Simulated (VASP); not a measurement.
# Fe (P6_3/mmc) in VASP: further runs

Aim: see how the results for Fe move with the level of theory and the settings. Levels: PBE, PBE+D3(BJ). Tasks: single point.

Program: VASP 6.6.1. These are calculated values, not measurements. Logs are shortened: lines on timing, memory, paths and dates and some standing lists are left out, and cuts for length are marked.

## (1) The cell of the first run

It takes space group P6_3/mmc (No. 194, hexagonal). Conventional cell: a = 2.434 Å, b = 2.434 Å, c = 3.842 Å, α = 90.00°, β = 90.00°, γ = 120.00°. Fe (site symmetry -6m2) has 12 Fe at 2.38 to 2.43 Å within 3.1 Å.

This isn't the form of Fe at room conditions, which is bcc.

## (2) Single point, PBE, collinear spin, ferromagnetic start

INCAR

```
  ALGO = Normal
  EDIFF = 1E-6
  ENCUT = 600
  GGA = PE
  GGA_COMPAT = F
  ISIF = 2
  ISMEAR = 0
  ISPIN = 2
  LASPH = T
  LCHARG = F
  LMAXMIX = 4
  LORBIT = 11
  LREAL = F
  LWAVE = F
  MAGMOM = 3 3
  NBANDS = 19
  NELM = 200
  PREC = Accurate
  SIGMA = 0.019000000000000003
```

KPOINTS

```
k-points
0
Gamma
  12 12 7
```

POSCAR

```
Fe
1.0
    2.4341575853      0.0000000000      0.0000000000
   -1.2170787927      2.1080423057      0.0000000000
    0.0000000000      0.0000000000      3.8419344700
Fe
2
Direct
    0.6666666667      0.3333333333      0.7500000000
    0.3333333333      0.6666666667      0.2500000000
```

Potentials or basis: VASP PAW PBE potentials, release 64 (Fe).

The run is started by

```console
$ cat potpaw_PBE.64/Fe/POTCAR > POTCAR
$ mpirun -np 1 vasp_std > vasp.out
```

OUTCAR:

```text
EDIFF = 1E-6
   ENCUT = 600
   GGA = PE
   ISIF = 2
   ISMEAR = 0
   ISPIN = 2
   LASPH = T
   LORBIT = 11
   LREAL = F
   NELM = 200
   PREC = Accurate

 ion  position               nearest neighbor table
   1  0.667  0.333  0.750-   2 2.38   2 2.38   2 2.38   2 2.38   2 2.38   2 2.38
   2  0.333  0.667  0.250-   1 2.38   1 2.38   1 2.38   1 2.38   1 2.38   1 2.38

  LATTYP: Found a hexagonal cell.
 ALAT       =     2.4341575853
 C/A-ratio  =     1.5783425417

  Lattice vectors:

 A1 = (   2.4341575853,   0.0000000000,   0.0000000000)
 A2 = (  -1.2170787927,   2.1080423057,   0.0000000000)
 A3 = (   0.0000000000,   0.0000000000,   3.8419344700)

Analysis of symmetry for initial positions (statically):
=====================================================================
 Subroutine PRICEL returns:
 Original cell was already a primitive cell.

 Routine SETGRP: Setting up the symmetry group for a
 hexagonal supercell.

 Subroutine GETGRP returns: Found 24 space group operations
 (whereof 12 operations were pure point group operations)
 out of a pool of 24 trial point group operations.

The static configuration has the point symmetry D_3d.
 The point group associated with its full space group is D_6h.

Analysis of symmetry for dynamics (positions and initial velocities):
=====================================================================
 Subroutine PRICEL returns:
 Original cell was already a primitive cell.

 Routine SETGRP: Setting up the symmetry group for a
 hexagonal supercell.

 Subroutine GETGRP returns: Found 24 space group operations
 (whereof 12 operations were pure point group operations)
 out of a pool of 24 trial point group operations.

The dynamic configuration has the point symmetry D_3d.
 The point group associated with its full space group is D_6h.

Analysis of structural, dynamic, and magnetic symmetry:
=====================================================================
 Subroutine PRICEL returns:
 Original cell was already a primitive cell.

 Routine SETGRP: Setting up the symmetry group for a
 hexagonal supercell.

 Subroutine GETGRP returns: Found 24 space group operations
 (whereof 12 operations were pure point group operations)
 out of a pool of 24 trial point group operations.

The overall configuration has the point symmetry D_3d.
 The point group associated with its full space group is D_6h.
[... 111 lines left out ...]
   NUPDOWN=      -1.0000    fix difference up-down
   EMIN   =  10.00;   EMAX   =-10.00  energy-range for DOS
   EFERMI =   0.00;   METHOD = LEGACY
   ISMEAR =     0;   SIGMA  =   0.02  broadening in eV -4-tet -1-fermi 0-gaus
   EFERMI_NEDOS =   21; number of points for ismear=-14 and -15
   IALGO  =     38    algorithm
   IMIX   =      4    mixing-type and parameters
     AMIX     =   0.40;   BMIX     =  1.00
     AMIX_MAG =   1.60;   BMIX_MAG =  1.00
  volume/ion in A,a.u.               =       9.86        66.52
  Fermi-wavevector in a.u.,A,eV,Ry     =   1.527058  2.885721 31.727505  2.331906
  Thomas-Fermi vector in A             =   2.635006
   LORBIT       =     11    0 simple, 1 ext, 2 COOP (PROOUT), +10 PAW based schemes
   GGA     = PE    functional components
   LHFCALC =     F    Hartree Fock is set to
   AEXX    =    0.0000 exact exchange contribution
   IVDW    =     0    specifies the selected vdW correction
   LEPSILON=     F    determine dielectric tensor
   LRPA    =     F    only Hartree local field effects (RPA)
 spin polarized calculation
 Gauss-broadening in eV      SIGMA  =   0.02
  energy-cutoff  :      600.00
  volume of cell :       19.71
 maximum number of plane-waves:       687
 NGX is ok and might be reduce to    20
   NGX =  9   NGY =  9   NGZ = 15

 number of electron      15.9999994 magnetization       0.0444210

 Free energy of the ion-electron system (eV)
  ---------------------------------------------------
  ext. energy  EPLUGINS =         0.00000000
  ---------------------------------------------------
  free energy    TOTEN  =       -16.29048991 eV

  energy without entropy =      -16.28983984  energy(sigma->0) =      -16.29016488

 E-fermi :   7.3360     XC(G=0): -13.9865

 val. band max:        7.3349043279   @ k =   0.3333   0.0833   0.2857
 cond. band min:       7.3374605128   @ k =   0.3333   0.1667   0.2857
 fundamental gap:      0.0025561849
 Fermi energy:         7.3360386538

 spin component 1

 k-point     1 :       0.0000    0.0000    0.0000
  band No.  band energies     occupation
      1      -1.8196      1.00000
      2       2.1570      1.00000
      3       5.5495      1.00000
      4       5.5495      1.00000
      5       5.7048      1.00000
      6       6.0422      1.00000
[... 517 lines left out ...]
     18      31.5842      0.00000
     19      33.2740      0.00000

 [... further k-points ...]

 spin component 2

 k-point     1 :       0.0000    0.0000    0.0000
  band No.  band energies     occupation
      1      -1.8157      1.00000
      2       2.1661      1.00000
      3       5.5695      1.00000
      4       5.5695      1.00000
      5       5.7181      1.00000
      6       6.0630      1.00000
[... 517 lines left out ...]
     18      31.5865      0.00000
     19      33.2824      0.00000

 [... further k-points ...]
[... 5 lines left out ...]
  --------------------------------------------------------------------------------------
  -------------------------------------------------------------------------------------
  Total        1.0855727      1.0855727      1.3773140     -0.0000000      0.0000000      0.0000000
  in kB       88.2249723     88.2249723    111.9349199     -0.0000000      0.0000000      0.0000000
  external PRESSURE =      96.1282882 kB  Pullay stress =       0.0000000 kB

 VOLUME and BASIS-vectors are now :
 -----------------------------------------------------------------------------
  energy-cutoff  :      600.00
  volume of cell :       19.71
      direct lattice vectors                 reciprocal lattice vectors
     2.434157585  0.000000000  0.000000000     0.410819746  0.237186891  0.000000000
    -1.217078793  2.108042306  0.000000000     0.000000000  0.474373781  0.000000000
     0.000000000  0.000000000  3.841934470     0.000000000  0.000000000  0.260285543

 POSITION                                       TOTAL-FORCE (eV/Angst)
 -----------------------------------------------------------------------------------
      1.21708      0.70268      2.88145        -0.000000     -0.000000      0.000000
     -0.00000      1.40536      0.96048         0.000000      0.000000      0.000000
 -----------------------------------------------------------------------------------
    total drift:                                0.000000     -0.000000     -0.000000

  FREE ENERGIE OF THE ION-ELECTRON SYSTEM (eV)
  ---------------------------------------------------
  free  energy   TOTEN  =       -16.2904899091 eV

  energy  without entropy=      -16.2898398443  energy(sigma->0) =      -16.29016488

 total charge

# of ion       s       p       d       tot
------------------------------------------
    1        0.553   0.670   6.377   7.600
    2        0.553   0.670   6.377   7.600
--------------------------------------------------
tot          1.106   1.340  12.754  15.199

 magnetization (x)

# of ion       s       p       d       tot
------------------------------------------
    1       -0.000   0.000   0.021   0.021
    2       -0.000   0.000   0.021   0.021
--------------------------------------------------
tot         -0.000   0.001   0.043   0.043
```

stdout:

```text
POSCAR found type information on POSCAR Fe
 POSCAR found :  1 types and       2 ions
 scaLAPACK will be used
 LDA part: xc-table for (Slater+PW92), standard interpolation
 POSCAR, INCAR and KPOINTS ok, starting setup
 FFT: planning ... GRIDC
 FFT: planning ... GRID_SOFT
 FFT: planning ... GRID
 WAVECAR not read
 entering main loop
```

It took 2 min on 1 thread of Intel Xeon 8259CL, shared host; peak memory 0.18 GiB.

What came out:

```
Free energy                                           : -16.2905 eV
Pressure                                              : 9.6 GPa
Net moment                                            : 0.04 μB per cell
Site moments                                          : Fe +0.02 μB
Valence electrons inside the program's atomic spheres : Fe 7.60
```

Levels at points of the mesh, in eV from the Fermi level:
Spin up:
```csv
k point,band 6,band 7,band 8,band 9,band 10,band 11
"(0.00, 0.00, 0.00)",-1.29,-1.29,-0.95,-0.95,0.53,0.69
"(0.50, 0.00, 0.00)",-1.64,-1.15,0.80,1.04,1.08,2.74
```
Spin down:
```csv
k point,band 5,band 6,band 7,band 8,band 9,band 10,band 11,band 12
"(0.00, 0.00, 0.00)",-1.62,-1.27,-1.27,-0.92,-0.92,0.53,0.72,0.72
"(0.50, 0.00, 0.00)",-2.09,-1.61,-1.14,0.82,1.06,1.11,2.76,4.98
```

Caveat: the cell stands under pressure.

## (3) Single point, PBE, collinear spin, ferromagnetic start

INCAR

```
SYSTEM = Fe
ALGO = Normal
EDIFF = 1E-6
ENCUT = 600
GGA = PE
GGA_COMPAT = .FALSE.
ISIF = 2
ISMEAR = 0
ISPIN = 2
LASPH = .TRUE.
LCHARG = .TRUE.
LELF = .TRUE.
LMAXMIX = 4
LORBIT = 11
LREAL = .FALSE.
LVHAR = .TRUE.
LWAVE = .FALSE.
MAGMOM = 3 3
NBANDS = 19
NELM = 200
PREC = Accurate
SIGMA = 0.018000000000000002
```

KPOINTS

```
k-points
0
G
  12 12 7
  0 0 0
```

POSCAR is that of step 2.

Potentials or basis: VASP PAW PBE potentials, release 64 (Fe).

The run is started by

```console
$ cat potpaw_PBE.64/Fe/POTCAR > POTCAR
$ mpirun -np 1 vasp_std > vasp.out
```

It took 2.2 min on 1 thread of Intel Xeon 8259CL, shared host; peak memory 0.18 GiB.

Results (log left out):

```yaml
Free_energy: -16.2905 eV
Pressure: 9.6 GPa
Net_moment: 0.05 μB per cell
Site_moments: Fe +0.02 μB
Valence_electrons_inside_the_program's_atomic_spheres: Fe 7.60
```

Stress tensor (GPa, compression positive):
```
 8.84  0.00  0.00
 0.00  8.84  0.00
 0.00  0.00 11.18
```

Levels at points of the mesh, in eV from the Fermi level:
Spin up:
```csv
k point,band 5,band 6,band 7,band 8,band 9,band 10,band 11,band 12
"(0.00, 0.00, 0.00)",-1.63,-1.29,-1.29,-0.95,-0.95,0.53,0.69,0.69
"(0.50, 0.00, 0.00)",-2.11,-1.64,-1.15,0.80,1.04,1.08,2.74,4.97
```
Spin down:
| k point | band 5 | band 6 | band 7 | band 8 | band 9 | band 10 | band 11 | band 12 |
| --- | --- | --- | --- | --- | --- | --- | --- | --- |
| (0.00, 0.00, 0.00) | -1.62 | -1.27 | -1.27 | -0.92 | -0.92 | 0.53 | 0.72 | 0.72 |
| (0.50, 0.00, 0.00) | -2.08 | -1.61 | -1.14 | 0.82 | 1.06 | 1.11 | 2.76 | 4.98 |

Caveat: the cell stands under pressure.

## (4) Single point, PBE+D3(BJ), collinear spin, ferromagnetic start

This run uses another cell than the first one, of 9.97 Å³/atom.

INCAR

```
SYSTEM = Fe
ALGO = Normal
EDIFF = 1E-6
ENCUT = 600
GGA = PE
GGA_COMPAT = .FALSE.
ISIF = 2
ISMEAR = -1
ISPIN = 2
IVDW = 12
LASPH = .TRUE.
LCHARG = .FALSE.
LMAXMIX = 4
LORBIT = 11
LREAL = .FALSE.
LWAVE = .FALSE.
MAGMOM = 3 3
NBANDS = 19
NELM = 200
PREC = Accurate
SIGMA = 0.05
```

KPOINTS is that of step 3.

POSCAR

```
Fe
1.0
    2.4401419565      0.0000000000      0.0000000000
   -1.2200709783      2.1132249231      0.0000000000
    0.0000000000      0.0000000000      3.8669130024
Fe
2
Direct
    0.6666666667      0.3333333333      0.7500000000
    0.3333333333      0.6666666667      0.2500000000
```

Potentials or basis: VASP PAW PBE potentials, release 64 (Fe).

The run is started by

```console
$ cat potpaw_PBE.64/Fe/POTCAR > POTCAR
$ mpirun -np 1 vasp_std > vasp.out
```

OUTCAR:

```text
SYSTEM = Fe
   EDIFF = 1E-6
   ENCUT = 600
   GGA = PE
   ISIF = 2
   ISMEAR = -1
   ISPIN = 2
   IVDW = 12
   LASPH = .TRUE.
   LORBIT = 11
   LREAL = .FALSE.
   NELM = 200
   PREC = Accurate
 IVDW          = 12

 ion  position               nearest neighbor table
   1  0.667  0.333  0.750-   2 2.39   2 2.39   2 2.39   2 2.39   2 2.39   2 2.39
   2  0.333  0.667  0.250-   1 2.39   1 2.39   1 2.39   1 2.39   1 2.39   1 2.39

  LATTYP: Found a hexagonal cell.
 ALAT       =     2.4401419565
 C/A-ratio  =     1.5847082142

  Lattice vectors:

 A1 = (   2.4401419565,   0.0000000000,   0.0000000000)
 A2 = (  -1.2200709783,   2.1132249231,   0.0000000000)
 A3 = (   0.0000000000,   0.0000000000,   3.8669130024)

Analysis of symmetry for initial positions (statically):
=====================================================================
 Subroutine PRICEL returns:
 Original cell was already a primitive cell.

 Routine SETGRP: Setting up the symmetry group for a
 hexagonal supercell.

 Subroutine GETGRP returns: Found 24 space group operations
 (whereof 12 operations were pure point group operations)
[... 1251 lines left out ...]

 [... further k-points ...]

------------------------ aborting loop because EDIFF is reached ----------------------------------------

 Edisp (eV)   -0.81818

 E8    (eV) :    -0.3660

  FORCE on cell =-STRESS in cart. coord.  units (eV):
  Direction    XX          YY          ZZ          XY          YZ          ZX
  --------------------------------------------------------------------------------------
  -------------------------------------------------------------------------------------
  Total      -0.08035    -0.08035    -0.08418     0.00000     0.00000     0.00000
  in kB      -6.45640    -6.45640    -6.76404     0.00000     0.00000     0.00000
  external pressure =       -6.56 kB  Pullay stress =        0.00 kB

 VOLUME and BASIS-vectors are now :
 -----------------------------------------------------------------------------
  energy-cutoff  :      600.00
  volume of cell :       19.94
      direct lattice vectors                 reciprocal lattice vectors
     2.440141957  0.000000000  0.000000000     0.409812223  0.236605197  0.000000000
    -1.220070978  2.113224923  0.000000000     0.000000000  0.473210395  0.000000000
     0.000000000  0.000000000  3.866913002     0.000000000  0.000000000  0.258604215

 POSITION                                       TOTAL-FORCE (eV/Angst)
 -----------------------------------------------------------------------------------
      1.22007      0.70441      2.90018        -0.000000      0.000000      0.000000
     -0.00000      1.40882      0.96673         0.000000      0.000000      0.000000
 -----------------------------------------------------------------------------------
    total drift:                                0.000000     -0.000000     -0.000000

  FREE ENERGIE OF THE ION-ELECTRON SYSTEM (eV)
  ---------------------------------------------------
  free  energy   TOTEN  =       -17.1305676946 eV

  energy  without entropy=      -17.1108827494  energy(sigma->0) =      -17.12072522

 total charge

# of ion       s       p       d       tot
------------------------------------------
    1        0.547   0.658   6.364   7.569
    2        0.547   0.658   6.364   7.569
--------------------------------------------------
tot          1.094   1.316  12.728  15.137

 magnetization (x)

# of ion       s       p       d       tot
------------------------------------------
    1       -0.000  -0.000   0.000   0.000
    2       -0.000  -0.000   0.000   0.000
--------------------------------------------------
tot         -0.000  -0.000   0.000   0.000
```

OSZICAR:

```text
N       E                     dE             d eps       ncg     rms          rms(c)
DAV:   1     0.827513493238E+02    0.82751E+02   -0.78505E+03  6112   0.125E+03
DAV:   2    -0.134269268701E+02   -0.96178E+02   -0.85817E+02  5818   0.217E+02
DAV:   3    -0.173731708918E+02   -0.39462E+01   -0.37497E+01  6405   0.550E+01
DAV:   4    -0.174047086120E+02   -0.31538E-01   -0.31516E-01  6482   0.465E+00
DAV:   5    -0.174050218541E+02   -0.31324E-03   -0.31323E-03  6493   0.429E-01    0.207E+01
DAV:   6    -0.161969189337E+02    0.12081E+01   -0.58555E+00  6260   0.522E+01    0.287E+00
DAV:   7    -0.162622176906E+02   -0.65299E-01   -0.34801E-01  7162   0.997E+00    0.367E+00
DAV:   8    -0.162781164283E+02   -0.15899E-01   -0.57317E-03  7000   0.125E+00    0.224E+00
DAV:   9    -0.163091551270E+02   -0.31039E-01   -0.14167E-02  8097   0.226E+00    0.103E+00
DAV:  10    -0.163121008590E+02   -0.29457E-02   -0.70358E-03  8524   0.139E+00    0.185E-01
DAV:  11    -0.163123942014E+02   -0.29334E-03   -0.41413E-04  8570   0.344E-01    0.920E-02
DAV:  12    -0.163123871338E+02    0.70676E-05   -0.16285E-05  7544   0.616E-02    0.191E-02
DAV:  13    -0.163123875761E+02   -0.44222E-06   -0.31147E-06  6687   0.185E-02
   1 F= -.17130568E+02 E0= -.17120725E+02  d E =-.196849E-01  mag=    -0.0013
```

stdout:

```text
POSCAR found type information on POSCAR Fe
 POSCAR found :  1 types and       2 ions
 scaLAPACK will be used
 LDA part: xc-table for (Slater+PW92), standard interpolation
 POSCAR, INCAR and KPOINTS ok, starting setup
 FFT: planning ... GRIDC
 FFT: planning ... GRID_SOFT
 FFT: planning ... GRID
 WAVECAR not read
 entering main loop
```

Wall time 1.8 min (1 thread of Intel Xeon 8259CL, shared host); peak memory 0.19 GiB.

Results:

| Property | Result |
| --- | --- |
| Free energy | -17.1306 eV |
| Pressure | -0.7 GPa |
| Band gap on the k mesh | zero (filled and empty bands overlap) |
| Net moment | 0.00 μB per cell |
| Valence electrons inside the program's atomic spheres | Fe 7.57 |
| Dispersion energy per atom | -0.409 eV |
